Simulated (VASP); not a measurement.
# GaAs (F-43m) in VASP: notebook, part 2 of 2

VASP 6.6.1. Earlier steps stand in the parts before.

### 4 Vibrations by perturbation theory, PBE

This run uses another cell than the first one, of 22.58 Å³/atom.

INCAR

```
PREC = Accurate ; ENCUT = 500
EDIFF = 1E-8 ; ISMEAR = 0
SIGMA = 0.02 ; LREAL = F
LASPH = T ; NELM = 120
ALGO = Normal ; ISIF = 2
LWAVE = F ; LCHARG = F
GGA = PE ; IBRION = 8
NSW = 1 ; GGA_COMPAT = F
```

KPOINTS

```
Automatic mesh
0
Gamma
  12 12 12
```

POSCAR

```
GaAs
1.0
    0.0000000000      2.8265000000      2.8265000000
    2.8265000000      0.0000000000      2.8265000000
    2.8265000000      2.8265000000      0.0000000000
Ga As
1 1
Direct
    0.0000000000      0.0000000000      0.0000000000
    0.2500000000      0.2500000000      0.2500000000
```

Potentials or basis: VASP PAW PBE potentials, release 64 (Ga_d, As).

On the command line:

```console
$ cat potpaw_PBE.64/Ga_d/POTCAR potpaw_PBE.64/As/POTCAR > POTCAR
$ mpirun -np 1 vasp_std > vasp.out
```

OUTCAR:

```text
PREC = Accurate
   ENCUT = 500
   EDIFF = 1E-8
   ISMEAR = 0
   LREAL = F
   LASPH = T
   NELM = 120
   ISIF = 2
   GGA = PE
   IBRION = 8
   NSW = 1

 ion  position               nearest neighbor table
   1  0.000  0.000  0.000-   2 2.45   2 2.45   2 2.45   2 2.45
   2  0.250  0.250  0.250-   1 2.45   1 2.45   1 2.45   1 2.45

  LATTYP: Found a face centered cubic cell.
 ALAT       =     5.6530000000

  Lattice vectors:

 A1 = (   0.0000000000,   2.8265000000,   2.8265000000)
 A2 = (   2.8265000000,   0.0000000000,   2.8265000000)
 A3 = (   2.8265000000,   2.8265000000,   0.0000000000)

Analysis of symmetry for initial positions (statically):
=====================================================================
 Subroutine PRICEL returns:
 Original cell was already a primitive cell.

 Routine SETGRP: Setting up the symmetry group for a
 face centered cubic supercell.

 Subroutine GETGRP returns: Found 24 space group operations
 (whereof 24 operations were pure point group operations)
 out of a pool of 48 trial point group operations.

The static configuration has the point symmetry T_d .

Analysis of symmetry for dynamics (positions and initial velocities):
=====================================================================
 Subroutine PRICEL returns:
 Original cell was already a primitive cell.

 Routine SETGRP: Setting up the symmetry group for a
 face centered cubic supercell.

 Subroutine GETGRP returns: Found 24 space group operations
 (whereof 24 operations were pure point group operations)
 out of a pool of 48 trial point group operations.

The dynamic configuration has the point symmetry T_d .

 Subroutine INISYM returns: Found 24 space group operations
 (whereof 24 operations are pure point group operations),
 and found     1 'primitive' translations

----------------------------------------------------------------------------------------

                                     Primitive cell

  volume of cell :      45.1624

  direct lattice vectors                    reciprocal lattice vectors
     0.000000000  2.826500000  2.826500000    -0.176897223  0.176897223  0.176897223
     2.826500000  0.000000000  2.826500000     0.176897223 -0.176897223  0.176897223
     2.826500000  2.826500000  0.000000000     0.176897223  0.176897223 -0.176897223

  length of vectors
     3.997274634  3.997274634  3.997274634     0.306394977  0.306394977  0.306394977

  position of ions in fractional coordinates (direct lattice)
     0.000000000  0.000000000  0.000000000
     0.250000000  0.250000000  0.250000000

  ion indices of the primitive-cell ions
   primitive index   ion index
                 1           1
                 2           2

[... 135 lines left out ...]
      5     -10.7927      2.00000
      6      -8.7940      2.00000
      7       3.9342      2.00000
      8       3.9342      2.00000
      9       3.9342      2.00000
     10       4.4578      0.00000
     11       7.6642      0.00000
     12       7.6642      0.00000
     13       7.6642      0.00000
[... 354 lines left out ...]
  band No.  band energies     occupation
      1     -10.9562      2.00000
      2     -10.8487      2.00000
      3     -10.8454      2.00000
      4     -10.7935      2.00000
      5     -10.7900      2.00000
      6      -6.8397      2.00000
      7      -2.5513      2.00000
      8       1.1099      2.00000
      9       2.4582      2.00000
     10       6.2886      0.00000
     11       8.4931      0.00000
     12       9.4789      0.00000
     13      11.9015      0.00000

 [... further k-points ...]
[... 5 lines left out ...]
  --------------------------------------------------------------------------------------
  -------------------------------------------------------------------------------------
  Total        0.9887452      0.9887452      0.9887452     -0.0000000     -0.0000000     -0.0000000
  in kB       35.0766428     35.0766428     35.0766428     -0.0000000     -0.0000000     -0.0000000
  external PRESSURE =      35.0766428 kB  Pullay stress =       0.0000000 kB

 VOLUME and BASIS-vectors are now :
 -----------------------------------------------------------------------------
  energy-cutoff  :      500.00
  volume of cell :       45.16
      direct lattice vectors                 reciprocal lattice vectors
     0.000000000  2.826500000  2.826500000    -0.176897223  0.176897223  0.176897223
     2.826500000  0.000000000  2.826500000     0.176897223 -0.176897223  0.176897223
     2.826500000  2.826500000  0.000000000     0.176897223  0.176897223 -0.176897223

 POSITION                                       TOTAL-FORCE (eV/Angst)
 -----------------------------------------------------------------------------------
      0.00000      0.00000      0.00000        -0.000000      0.000000      0.000000
      1.41325      1.41325      1.41325         0.000000     -0.000000     -0.000000
 -----------------------------------------------------------------------------------
    total drift:                               -0.000000     -0.000000     -0.000000

  FREE ENERGIE OF THE ION-ELECTRON SYSTEM (eV)
  ---------------------------------------------------
  free  energy   TOTEN  =        -8.2513021510 eV

  energy  without entropy=       -8.2513021510  energy(sigma->0) =       -8.25130215

[... ionic steps 2 to 3 ...]

--------------------------------------- Ionic step        4  -------------------------------------------

------------------------ aborting loop because EDIFF is reached ----------------------------------------

[... ionic steps 5 to 6 ...]

--------------------------------------- Ionic step        7  -------------------------------------------

 Free energy of the ion-electron system (eV)
  ---------------------------------------------------
  ---------------------------------------------------
  free energy    TOTEN  =        -0.04379297 eV

  energy without entropy =       -0.04379297

------------------------ aborting loop because EDIFF is reached ----------------------------------------

 INTERNAL STRAIN TENSOR  FOR ION    2  DIRECTION 1   (eV/Angst):
 -----------------------------------------------------------------------------
     0.00723  0.00000  0.00000
     0.00000 -0.00251 -7.71317
     0.00000 -7.71317 -0.00251

 INTERNAL STRAIN TENSOR FOR ION    2 for displacements in x,y,z  (eV/Angst):
          X           Y           Z          XY          YZ          ZX
  --------------------------------------------------------------------------------
  x     0.00000     0.00000     0.00000     0.00000    -7.71317     0.00000
  y     0.00000     0.00000     0.00000     0.00000     0.00000    -7.71317
  z     0.00000     0.00000     0.00000    -7.71317     0.00000     0.00000

 SECOND DERIVATIVES (NOT SYMMETRIZED)
 ------------------------------------
               1X          1Y          1Z          2X          2Y          2Z
  1X    -9.509061    0.000000    0.000000    9.509061    0.000000    0.000000
  1Y     0.000000   -9.509061    0.000000    0.000000    9.509061    0.000000
  1Z     0.000000    0.000000   -9.509061    0.000000    0.000000    9.509061
  2X     9.556565    0.000000    0.000000   -9.556565    0.000000    0.000000
  2Y     0.000000    9.556565    0.000000    0.000000   -9.556565    0.000000
  2Z     0.000000    0.000000    9.556565    0.000000    0.000000   -9.556565

 Eigenvectors and eigenvalues of the dynamical matrix
 ----------------------------------------------------

   1 f  =    8.031583 THz    50.463924 2PiTHz  267.904770 cm-1    33.215943 meV
             X         Y         Z           dx          dy          dz
      0.000000  0.000000  0.000000     0.000000    0.718837    0.000000
      1.413250  1.413250  1.413250     0.000000   -0.695178    0.000000
[... 21 lines left out ...]
   6 f/i=    0.010000 THz     0.062834 2PiTHz    0.333574 cm-1     0.041358 meV
             X         Y         Z           dx          dy          dz
      0.000000  0.000000  0.000000     0.000000    0.000000   -0.695178
      1.413250  1.413250  1.413250     0.000000    0.000000   -0.718837

--------------------------------------------------------------------------------------------------------

 ELASTIC MODULI CONTR FROM IONIC RELAXATION (kBar)
 Direction    XX          YY          ZZ          XY          YZ          ZX
 --------------------------------------------------------------------------------
 XX          -0.0000     -0.0000     -0.0000     -0.0000      0.0000      0.0000
 YY          -0.0000     -0.0000     -0.0000     -0.0000     -0.0000      0.0000
 ZZ          -0.0000     -0.0000     -0.0000      0.0000     -0.0000      0.0000
 XY          -0.0000     -0.0000      0.0000   -219.0452      0.0000      0.0000
 YZ           0.0000     -0.0000     -0.0000      0.0000   -219.0452      0.0000
 ZX           0.0000      0.0000      0.0000      0.0000      0.0000   -219.0452
 --------------------------------------------------------------------------------
```

OSZICAR:

```text
N       E                     dE             d eps       ncg     rms          rms(c)
DAV:   1     0.834907124866E+02    0.83491E+02   -0.90960E+03  1872   0.188E+03
DAV:   2    -0.193562081016E+01   -0.85426E+02   -0.82719E+02  2027   0.336E+02
[... 45 lines left out ...]
RMM:   5    -0.438085552773E-01   -0.19070E-04   -0.32706E-06 14514   0.190E-02    0.253E-03
RMM:   6    -0.437945839264E-01    0.13971E-04   -0.13564E-06 13945   0.682E-03    0.595E-04
RMM:   7    -0.437941172707E-01    0.46666E-06   -0.18767E-07 14388   0.244E-03    0.259E-04
RMM:   8    -0.437931694962E-01    0.94777E-06   -0.79138E-08 13810   0.101E-03    0.445E-05
RMM:   9    -0.437930209630E-01    0.14853E-06    0.86138E-09 14351   0.334E-04    0.127E-05
RMM:  10    -0.437929597511E-01    0.61212E-07    0.74486E-09 14204   0.127E-04    0.356E-06
RMM:  11    -0.437929686133E-01   -0.88623E-08   -0.16788E-09 14470   0.463E-05    0.137E-06
 Linear response finished
```

stdout:

```text
POSCAR found type information on POSCAR GaAs
 POSCAR found :  2 types and       2 ions
 scaLAPACK will be used
 LDA part: xc-table for (Slater+PW92), standard interpolation
 POSCAR, INCAR and KPOINTS ok, starting setup
 FFT: planning ... GRIDC
 FFT: planning ... GRID_SOFT
 FFT: planning ... GRID
 WAVECAR not read
 entering main loop
 Linear response reoptimize wavefunctions to high precision
 Linear response DOF=           2
 Linear response progress:
 first order change of Fermi-energy   0.77256E-04
 force on displaced ion       1 direction 1 :  -9.509   0.000   0.000
 Linear response progress:
 first order change of Fermi-energy   0.20254E-04
 force on displaced ion       2 direction 1 :  -9.557   0.000   0.000
 Linear response finished
```

Run time: 16 min. Hardware: 1 thread of Intel Xeon 8259CL, shared host; peak memory 0.47 GiB.

What came out:

```
Highest phonon frequency at Γ, LO-TO splitting left out : 268 cm⁻¹
```

Phonon frequencies in cm⁻¹ (negative: imaginary):
| q point | frequencies |
| --- | --- |
| (0.000, 0.000, 0.000) | 0 0 0 268 268 268 |

Caveat: the cell stands under pressure or tension, which shifts response properties.

### 5 Vibrations by perturbation theory, PBE

This run uses another cell than the first one, of 23.48 Å³/atom.

INCAR

```
PREC     = Accurate       # precision mode
ENCUT    = 500            # plane-wave cutoff, eV
EDIFF    = 1E-8           # SCF threshold, eV
ISMEAR   = 0              # smearing method
SIGMA    = 0.02           # smearing width, eV
LREAL    = F              # projectors in reciprocal space
LASPH    = T              # aspherical terms in the spheres
NELM     = 120            # most SCF steps
ALGO     = Normal         # electronic algorithm
ISIF     = 2              # what is computed and relaxed
LWAVE    = F              # write WAVECAR
LCHARG   = T              # write CHGCAR
GGA      = PE             # functional
IBRION   = 8              # ionic algorithm
NSW      = 1              # ionic steps
GGA_COMPAT= F
```

KPOINTS

```
regular mesh
0
Gamma
  12 12 12
```

POSCAR

```
GaAs
1.0
    0.0000000000      2.8636950549      2.8636950549
    2.8636950549      0.0000000000      2.8636950549
    2.8636950549      2.8636950549      0.0000000000
Ga As
1 1
Direct
    0.0000000000      0.0000000000      0.0000000000
    0.2500000000      0.2500000000      0.2500000000
```

Potentials or basis: VASP PAW PBE potentials, release 64 (Ga_d, As).

On the command line:

```console
$ cat potpaw_PBE.64/Ga_d/POTCAR potpaw_PBE.64/As/POTCAR > POTCAR
$ mpirun -np 1 vasp_std > vasp.out
```

OUTCAR:

```text
PREC = Accurate
   ENCUT = 500
   EDIFF = 1E-8
   ISMEAR = 0
   LREAL = F
   LASPH = T
   NELM = 120
   ISIF = 2
   GGA = PE
   IBRION = 8
   NSW = 1

 ion  position               nearest neighbor table
   1  0.000  0.000  0.000-   2 2.48   2 2.48   2 2.48   2 2.48
   2  0.250  0.250  0.250-   1 2.48   1 2.48   1 2.48   1 2.48

  LATTYP: Found a face centered cubic cell.
 ALAT       =     5.7273901098

  Lattice vectors:

 A1 = (   0.0000000000,   2.8636950549,   2.8636950549)
 A2 = (   2.8636950549,   0.0000000000,   2.8636950549)
 A3 = (   2.8636950549,   2.8636950549,   0.0000000000)

Analysis of symmetry for initial positions (statically):
=====================================================================
 Subroutine PRICEL returns:
 Original cell was already a primitive cell.

 Routine SETGRP: Setting up the symmetry group for a
 face centered cubic supercell.

 Subroutine GETGRP returns: Found 24 space group operations
 (whereof 24 operations were pure point group operations)
[... 611 lines left out ...]
 INTERNAL STRAIN TENSOR  FOR ION    2  DIRECTION 1   (eV/Angst):
 -----------------------------------------------------------------------------
     0.00706  0.00000  0.00000
     0.00000 -0.00235 -6.30819
     0.00000 -6.30819 -0.00235

 INTERNAL STRAIN TENSOR FOR ION    2 for displacements in x,y,z  (eV/Angst):
          X           Y           Z          XY          YZ          ZX
  --------------------------------------------------------------------------------
  x     0.00000     0.00000     0.00000     0.00000    -6.30819     0.00000
  y    -0.00000     0.00000    -0.00000     0.00000     0.00000    -6.30819
  z     0.00000     0.00000     0.00000    -6.30819     0.00000     0.00000

 SECOND DERIVATIVES (NOT SYMMETRIZED)
 ------------------------------------
               1X          1Y          1Z          2X          2Y          2Z
  1X    -8.654640    0.000000    0.000000    8.654640    0.000000    0.000000
  1Y     0.000000   -8.654640    0.000000    0.000000    8.654640    0.000000
  1Z     0.000000    0.000000   -8.654640    0.000000    0.000000    8.654640
  2X     8.691252    0.000000    0.000000   -8.691252    0.000000    0.000000
  2Y     0.000000    8.691252    0.000000    0.000000   -8.691252    0.000000
  2Z     0.000000    0.000000    8.691252    0.000000    0.000000   -8.691252

 Eigenvectors and eigenvalues of the dynamical matrix
 ----------------------------------------------------

   1 f  =    7.660847 THz    48.134524 2PiTHz  255.538365 cm-1    31.682705 meV
             X         Y         Z           dx          dy          dz
      0.000000  0.000000  0.000000     0.276936    0.663494    0.000000
      1.431848  1.431848  1.431848    -0.267720   -0.641412   -0.000000
[... 21 lines left out ...]
   6 f/i=    0.008080 THz     0.050770 2PiTHz    0.269528 cm-1     0.033417 meV
             X         Y         Z           dx          dy          dz
      0.000000  0.000000  0.000000     0.665435   -0.196315   -0.041708
      1.431848  1.431848  1.431848     0.688344   -0.203074   -0.043144

--------------------------------------------------------------------------------------------------------

 ELASTIC MODULI CONTR FROM IONIC RELAXATION (kBar)
 Direction    XX          YY          ZZ          XY          YZ          ZX
 --------------------------------------------------------------------------------
 XX          -0.0000      0.0000      0.0000      0.0000     -0.0000     -0.0000
 YY           0.0000     -0.0000      0.0000      0.0000      0.0000      0.0000
 ZZ           0.0000      0.0000     -0.0000     -0.0000      0.0000     -0.0000
 XY           0.0000      0.0000     -0.0000   -154.5776      0.0000      0.0000
 YZ          -0.0000      0.0000      0.0000      0.0000   -154.5776      0.0000
 ZX          -0.0000      0.0000     -0.0000      0.0000      0.0000   -154.5776
 --------------------------------------------------------------------------------
```

It took 14 min on 1 thread of Intel Xeon 8259CL, shared host; peak memory 0.49 GiB.

Results:

```yaml
Highest_phonon_frequency_at_Γ_LO-TO_splitting_left_out: 256 cm⁻¹
```

Phonon frequencies in cm⁻¹ (negative: imaginary):
```
              q point        frequencies
(0.000, 0.000, 0.000)  0 0 0 256 256 256
```
